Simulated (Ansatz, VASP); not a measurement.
One calculation of GaGeO4, two programs

```
CELL_PARAMETERS angstrom
4.85933 0.00000 0.00000
-2.42967 4.20830 0.00000
0.00000 0.00000 3.83174
ATOMIC_POSITIONS crystal
Ga 0.00000 0.00000 0.00000
Ge 0.33333 0.66667 0.00000
O 0.66667 0.33333 0.00000
O 0.50161 0.00321 0.50000
O 0.99679 0.49839 0.50000
O 0.50161 0.49839 0.50000
```

Change from the starting cell: species swapped into the PrMnNi4 type (P-6m2, No. 187).

Alike in both runs: task single point; functional PBE; k mesh 6 × 6 × 4; occupations gaussian, width 0.1 eV; no spin polarisation.

|  | VASP | Ansatz |
| --- | --- | --- |
| version | VASP 6.6.1 | Ansatz 0.2.0 |
| potentials or method | VASP PAW PBE potentials, release 64 (Ga_d, Ge_d, O), cutoff 520 eV | scalar-relativistic, plane waves, PAW |
| valence electrons in the cell | 51 | 51 |

```tsv
	VASP	Ansatz	Ansatz less VASP
gap on the k mesh at the Fermi level (eV)	none	none	-
pressure (GPa)	-9.2	-9.2	+0.04
traceless stress, the component that is largest in VASP (GPa)	-6.72	-6.78	-0.059
rms of the force components (eV/Å)	0.310	0.315	+0.0052
```

Atom by atom the forces differ by 0.005 eV/Å (rms over components). A gap of «none» marks a metal or a gap that the smearing closes.

The k mesh is coarse, so the values compare programs but aren't converged.
